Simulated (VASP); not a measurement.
# Ta2N (P-31m) in VASP: single point with r2SCAN

Aim: the single point of Ta2N with r2SCAN.

Everything below comes from runs of VASP 6.6.1. Logs are shortened: lines on timing, memory, paths and dates and some standing lists are left out, and cuts for length are marked.

## Step 1: The cell of the first run

Symmetry: P-31m, No. 162, trigonal system. Conventional cell: a = 5.297 Å, b = 5.297 Å, c = 4.939 Å, α = 90.00°, β = 90.00°, γ = 120.00°. Ta (site symmetry m) has 3 N at 2.15 to 2.16 Å within 2.8 Å. N (site symmetry 32) has 6 Ta at 2.16 Å within 2.9 Å. N (site symmetry -3m) has 6 Ta at 2.15 Å within 2.8 Å.

## Step 2: Single point, r2SCAN

Contents of POSCAR:

```
Ta2N
1.0
    5.2965720514      0.0000000000      0.0000000000
   -2.6482860257      4.5869659495      0.0000000000
    0.0000000000      0.0000000000      4.9391825701
Ta N
6 3
Direct
    0.6663616700      0.6663616700      0.7536182600
    0.0000000000      0.3336383300      0.7536182600
    0.3336383300      0.0000000000      0.7536182600
    0.3336383300      0.3336383300      0.2463817400
    0.0000000000      0.6663616700      0.2463817400
    0.6663616700      0.0000000000      0.2463817400
    0.6666666700      0.3333333300      0.5000000000
    0.3333333300      0.6666666700      0.5000000000
    0.0000000000      0.0000000000      0.0000000000
```

Contents of INCAR.step1:

```
PREC = Accurate ; ENCUT = 770
ISMEAR = 0 ; SIGMA = 0.1
LREAL = F ; LASPH = T
NELM = 120 ; NBANDS = 56
GGA = PE ; ALGO = Normal
EDIFF = 1E-5 ; LWAVE = T
LCHARG = F ; GGA_COMPAT = F
```

Contents of INCAR.step2:

```
PREC = Accurate ; ENCUT = 770
EDIFF = 1E-6 ; ISMEAR = 0
SIGMA = 0.1 ; LREAL = F
LASPH = T ; NELM = 120
ALGO = Normal ; ISIF = 2
LWAVE = F ; LCHARG = T
METAGGA = R2SCAN ; LMIXTAU = T
LELF = T ; LVHAR = T
NBANDS = 56 ; ISTART = 1
GGA_COMPAT = F
```

Contents of KPOINTS:

```
regular mesh
0
Gamma
  6 6 4
```

Potentials or basis: VASP PAW PBE potentials, release 64 (Ta_sv_GW, N).

On the command line:

```bash
$ cat potpaw_PBE.64/Ta_sv_GW/POTCAR potpaw_PBE.64/N/POTCAR > POTCAR
$ cp INCAR.step1 INCAR
$ mpirun -np 1 vasp_std > vasp.out
$ cp INCAR.step2 INCAR
$ mpirun -np 1 vasp_std > vasp.out
```

OUTCAR:

```text
PREC = Accurate
   ENCUT = 770
   EDIFF = 1E-6
   ISMEAR = 0
   LREAL = F
   LASPH = T
   NELM = 120
   ISIF = 2
   METAGGA = R2SCAN
   ISTART = 1

 ion  position               nearest neighbor table
   1  0.666  0.666  0.754-   9 2.15   8 2.16   7 2.16   4 3.00   5 3.01   6 3.01   2 3.06   2 3.06
                             3 3.06   3 3.06   3 3.06   2 3.06   4 3.06   5 3.07   6 3.07
   2  0.000  0.334  0.754-   9 2.15   7 2.16   8 2.16   5 3.00   4 3.01   6 3.01   1 3.06   1 3.06
                             3 3.06   3 3.06   3 3.06   1 3.06   5 3.06   4 3.07   6 3.07
   3  0.334  0.000  0.754-   9 2.15   8 2.16   7 2.16   6 3.00   4 3.01   5 3.01   2 3.06   1 3.06
                             1 3.06   2 3.06   2 3.06   1 3.06   6 3.06   5 3.07   4 3.07
   4  0.334  0.334  0.246-   9 2.15   7 2.16   8 2.16   1 3.00   2 3.01   3 3.01   5 3.06   5 3.06
                             6 3.06   6 3.06   6 3.06   5 3.06   1 3.06   2 3.07   3 3.07
   5  0.000  0.666  0.246-   9 2.15   8 2.16   7 2.16   2 3.00   1 3.01   3 3.01   4 3.06   4 3.06
                             6 3.06   6 3.06   6 3.06   4 3.06   2 3.06   1 3.07   3 3.07
   6  0.666  0.000  0.246-   9 2.15   7 2.16   8 2.16   3 3.00   1 3.01   2 3.01   4 3.06   5 3.06
                             4 3.06   5 3.06   5 3.06   4 3.06   3 3.06   2 3.07   1 3.07
   7  0.667  0.333  0.500-   2 2.16   6 2.16   5 2.16   3 2.16   4 2.16   1 2.16
   8  0.333  0.667  0.500-   5 2.16   3 2.16   2 2.16   6 2.16   1 2.16   4 2.16
   9  0.000  0.000  0.000-   3 2.15   6 2.15   1 2.15   4 2.15   5 2.15   2 2.15

  LATTYP: Found a hexagonal cell.
 ALAT       =     5.2965720514
 C/A-ratio  =     0.9325243803

  Lattice vectors:

 A1 = (   5.2965720514,   0.0000000000,   0.0000000000)
 A2 = (  -2.6482860257,   4.5869659495,   0.0000000000)
 A3 = (   0.0000000000,   0.0000000000,   4.9391825701)

Analysis of symmetry for initial positions (statically):
=====================================================================
 Subroutine PRICEL returns:
 Original cell was already a primitive cell.

 Routine SETGRP: Setting up the symmetry group for a
 hexagonal supercell.

 Subroutine GETGRP returns: Found 12 space group operations
 (whereof 12 operations were pure point group operations)
 out of a pool of 24 trial point group operations.

The static configuration has the point symmetry D_3d.

Analysis of symmetry for dynamics (positions and initial velocities):
=====================================================================
 Subroutine PRICEL returns:
 Original cell was already a primitive cell.

 Routine SETGRP: Setting up the symmetry group for a
 hexagonal supercell.

 Subroutine GETGRP returns: Found 12 space group operations
 (whereof 12 operations were pure point group operations)
 out of a pool of 24 trial point group operations.

The dynamic configuration has the point symmetry D_3d.

 Subroutine INISYM returns: Found 12 space group operations
 (whereof 12 operations are pure point group operations),
 and found     1 'primitive' translations

----------------------------------------------------------------------------------------

                                     Primitive cell

  volume of cell :     119.9984

  direct lattice vectors                    reciprocal lattice vectors
     5.296572051  0.000000000  0.000000000     0.188801359  0.109004515  0.000000000
    -2.648286026  4.586965949  0.000000000     0.000000000  0.218009031  0.000000000
     0.000000000  0.000000000  4.939182570     0.000000000  0.000000000  0.202462652

  length of vectors
     5.296572051  5.296572051  4.939182570     0.218009031  0.218009031  0.202462652

  position of ions in fractional coordinates (direct lattice)
     0.666361670  0.666361670  0.753618260
     0.000000000  0.333638330  0.753618260
     0.333638330  0.000000000  0.753618260
     0.333638330  0.333638330  0.246381740
     0.000000000  0.666361670  0.246381740
     0.666361670  0.000000000  0.246381740
     0.666666670  0.333333330  0.500000000
     0.333333330  0.666666670  0.500000000
     0.000000000  0.000000000  0.000000000

  ion indices of the primitive-cell ions
   primitive index   ion index
                 1           1
                 2           2
                 3           3
                 4           4
                 5           5
                 6           6
                 7           7
                 8           8
                 9           9

----------------------------------------------------------------------------------------

 KPOINTS: regular mesh

Automatic generation of k-mesh.
 Grid dimensions read from file:
 generate k-points for:    6    6    4

 Generating k-lattice:

  Cartesian coordinates                     Fractional coordinates (reciprocal lattice)
     0.031466893  0.018167419  0.000000000     0.166666667  0.000000000  0.000000000
     0.000000000  0.036334838  0.000000000     0.000000000  0.166666667  0.000000000
     0.000000000  0.000000000  0.050615663     0.000000000  0.000000000  0.250000000

  Length of vectors
     0.036334838  0.036334838  0.050615663

  Shift w.r.t. Gamma in fractional coordinates (k-lattice)
     0.000000000  0.000000000  0.000000000

 Subroutine IBZKPT returns following result:
 ===========================================

 Found     24 irreducible k-points:

 Following reciprocal coordinates:
            Coordinates               Weight
  0.000000  0.000000  0.000000      1.000000
  0.166667  0.000000  0.000000      6.000000
  0.333333  0.000000  0.000000      6.000000
  0.500000  0.000000  0.000000      3.000000
  0.166667  0.166667  0.000000      6.000000
  0.333333  0.166667  0.000000     12.000000
[... 16 lines left out ...]
  0.333333  0.166667  0.500000     12.000000
  0.333333  0.333333  0.500000      2.000000
   k-points           NKPTS =     24   k-points in BZ     NKDIM =     24   number of bands    NBANDS=     56
   number of dos      NEDOS =    301   number of ions     NIONS =      9
   total plane-waves  NPLWV = 110592
   dimension x,y,z NGX =    48 NGY =   48 NGZ =   48
   dimension x,y,z NGXF=    96 NGYF=   96 NGZF=   96
   ions per type =               6   3
   NGX,Y,Z   is equivalent  to a cutoff of  15.07, 15.07, 16.16 a.u.
   NGXF,Y,Z  is equivalent  to a cutoff of  30.13, 30.13, 32.31 a.u.
 SYSTEM =  unknown system
   PREC   = accura    normal or accurate (medium, high low for compatibility)
   ISTART =      1    job   : 0-new  1-cont  2-samecut
   ICHARG =      0    charge: 1-file 2-atom 10-const
   ISPIN  =      1    spin polarized calculation?
   LNONCOLLINEAR =      F non collinear calculations
   LSORBIT =      F    spin-orbit coupling
   LASPH  =      T    aspherical Exc in radial PAW
   ENCUT  =  770.0 eV  56.59 Ry    7.52 a.u.  11.98 11.98 11.18*2*pi/ulx,y,z
   NELM   =    120;   NELMIN=  2; NELMDL=  0     # of ELM steps
   EDIFF  = 0.1E-05   stopping-criterion for ELM
   LREAL  =      F    real-space projection
   EDIFFG = 0.1E-04   stopping-criterion for IOM
   NSW    =      0    number of steps for IOM
   IBRION =     -1    ionic relax: 0-MD 1-quasi-New 2-CG
   NFREE  =      0    steps in history (QN), initial steepest desc. (CG)
   ISIF   =      2    stress and relaxation
   ISYM   =      2    0-nonsym 1-usesym 2-fastsym
   POTIM  = 0.5000    time-step for ionic-motion
   TEBEG  =    0.0;   TEEND  =   0.0 temperature during run
   PSTRESS=    0.0 pullay stress
   NELECT =      93.0000    total number of electrons
   NUPDOWN=      -1.0000    fix difference up-down
   EMIN   =  10.00;   EMAX   =-10.00  energy-range for DOS
   EFERMI =   0.00;   METHOD = LEGACY
   ISMEAR =     0;   SIGMA  =   0.10  broadening in eV -4-tet -1-fermi 0-gaus
   EFERMI_NEDOS =   21; number of points for ismear=-14 and -15
   IALGO  =     38    algorithm
   IMIX   =      4    mixing-type and parameters
     AMIX     =   0.40;   BMIX     =  1.00
     AMIX_MAG =   1.60;   BMIX_MAG =  1.00
  volume/ion in A,a.u.               =      13.33        89.98
  Fermi-wavevector in a.u.,A,eV,Ry     =   1.503756  2.841686 30.766603  2.261282
  Thomas-Fermi vector in A             =   2.614825
   LORBIT       =      0    0 simple, 1 ext, 2 COOP (PROOUT), +10 PAW based schemes
   METAGGA = R2SCAN    functional components
   LHFCALC =     F    Hartree Fock is set to
   AEXX    =    0.0000 exact exchange contribution
   IVDW    =     0    specifies the selected vdW correction
   LEPSILON=     F    determine dielectric tensor
   LRPA    =     F    only Hartree local field effects (RPA)
 non-spin polarized calculation
 Gauss-broadening in eV      SIGMA  =   0.10
  energy-cutoff  :      770.00
  volume of cell :      120.00
 maximum number of plane-waves:      5861
   NGX = 23   NGY = 23   NGZ = 23

 number of electron      93.0000002 magnetization

 Free energy of the ion-electron system (eV)
  ---------------------------------------------------
  ext. energy  EPLUGINS =         0.00000000
  ---------------------------------------------------
  free energy    TOTEN  =      -343.43369998 eV

  energy without entropy =     -343.42388958  energy(sigma->0) =     -343.42879478

 E-fermi :  11.9374     XC(G=0): -14.3771

 val. band max:       11.9089834797   @ k =   0.1667   0.1667   0.0000
 cond. band min:      11.9560594295   @ k =   0.0000   0.0000   0.0000
 fundamental gap:      0.0470759497
 Fermi energy:        11.9374345411

 k-point     1 :       0.0000    0.0000    0.0000
  band No.  band energies     occupation
      1     -58.5801      2.00000
      2     -58.5004      2.00000
      3     -58.4864      2.00000
      4     -58.4864      2.00000
      5     -58.4863      2.00000
      6     -58.4863      2.00000
[... 48 lines left out ...]
     55      15.1082      0.00000
     56      15.6652      0.00000

 k-point     2 :       0.1667    0.0000    0.0000
  band No.  band energies     occupation
      1     -58.5742      2.00000
      2     -58.4978      2.00000
      3     -58.4975      2.00000
      4     -58.4950      2.00000
      5     -58.4811      2.00000
      6     -58.4803      2.00000
[... 1291 lines left out ...]
  band No.  band energies     occupation
      1     -58.5070      2.00000
      2     -58.5066      2.00000
      3     -58.5066      2.00000
      4     -58.5023      2.00000
      5     -58.5023      2.00000
      6     -58.5014      2.00000
[... 48 lines left out ...]
     55      15.0505      0.00000
     56      15.0505      0.00000

------------------------ aborting loop because EDIFF is reached ----------------------------------------

  FORCE on cell =-STRESS in cart. coord.  units (eV):
  Direction    XX          YY          ZZ          XY          YZ          ZX
  --------------------------------------------------------------------------------------
  -------------------------------------------------------------------------------------
  Total       -0.9530791     -0.9530791     -1.3618205      0.0000000      0.0000000     -0.0000000
  in kB      -12.7251838    -12.7251838    -18.1825572      0.0000000      0.0000000     -0.0000000
  external PRESSURE =     -14.5443083 kB  Pullay stress =       0.0000000 kB

 VOLUME and BASIS-vectors are now :
 -----------------------------------------------------------------------------
  energy-cutoff  :      770.00
  volume of cell :      120.00
      direct lattice vectors                 reciprocal lattice vectors
     5.296572051  0.000000000  0.000000000     0.188801359  0.109004515  0.000000000
    -2.648286026  4.586965949  0.000000000     0.000000000  0.218009031  0.000000000
     0.000000000  0.000000000  4.939182570     0.000000000  0.000000000  0.202462652

 POSITION                                       TOTAL-FORCE (eV/Angst)
 -----------------------------------------------------------------------------------
      1.76472      3.05658      3.72226         0.013464      0.023320      0.011866
     -0.88357      1.53039      3.72226         0.013464     -0.023320      0.011866
      1.76714      0.00000      3.72226        -0.026928      0.000000      0.011866
      0.88357      1.53039      1.21692        -0.013464     -0.023320     -0.011866
     -1.76472      3.05658      1.21692        -0.013464      0.023320     -0.011866
      3.52943      0.00000      1.21692         0.026928     -0.000000     -0.011866
      2.64829      1.52899      2.46959         0.000000      0.000000      0.000000
     -0.00000      3.05798      2.46959         0.000000     -0.000000      0.000000
      0.00000      0.00000      0.00000         0.000000      0.000000      0.000000
 -----------------------------------------------------------------------------------
    total drift:                                0.000000      0.000000      0.000000

  FREE ENERGIE OF THE ION-ELECTRON SYSTEM (eV)
  ---------------------------------------------------
  free  energy   TOTEN  =      -343.4336999792 eV

  energy  without entropy=     -343.4238895794  energy(sigma->0) =     -343.42879478
```

Run time: 25 min. Hardware: 1 thread of Intel Xeon Platinum 8488C (Sapphire Rapids), shared host; peak memory 0.49 GiB.

Results:

```yaml
Free_energy: -343.4337 eV
Pressure: -1.5 GPa
Largest_force: 0.029 eV/Å
Band_gap_on_the_k_mesh: zero (an odd number of electrons rules out a gap without spin polarisation)
```

Forces in eV/Å, atoms in the order of the input:
```
Ta   0.013  0.023  0.012
Ta   0.013 -0.023  0.012
Ta  -0.027  0.000  0.012
Ta  -0.013 -0.023 -0.012
Ta  -0.013  0.023 -0.012
Ta   0.027  0.000 -0.012
N    0.000  0.000  0.000
N    0.000  0.000  0.000
N    0.000  0.000  0.000
```

Levels at points of the mesh, in eV from the Fermi level:
```
           k point  band 45  band 46  band 47  band 48  band 49  band 50
(0.00, 0.00, 0.00)    -0.49    -0.49    -0.40     0.02     0.02     0.86
(0.50, 0.00, 0.00)    -1.51     0.40     0.66     1.07     1.12     1.94
(0.00, 0.00, 0.50)    -1.44    -1.44    -0.89     0.71     0.71     1.02
(0.50, 0.00, 0.50)    -1.21    -0.81    -0.14     0.22     0.26     0.66
```

Caveat: the PAW data sets were made with another functional, which shifts forces and pressure a little; spin-orbit coupling is left out, which moves the levels of the heavy elements.

The gap in the log of VASP goes by the Fermi energy; the results here count the filled bands.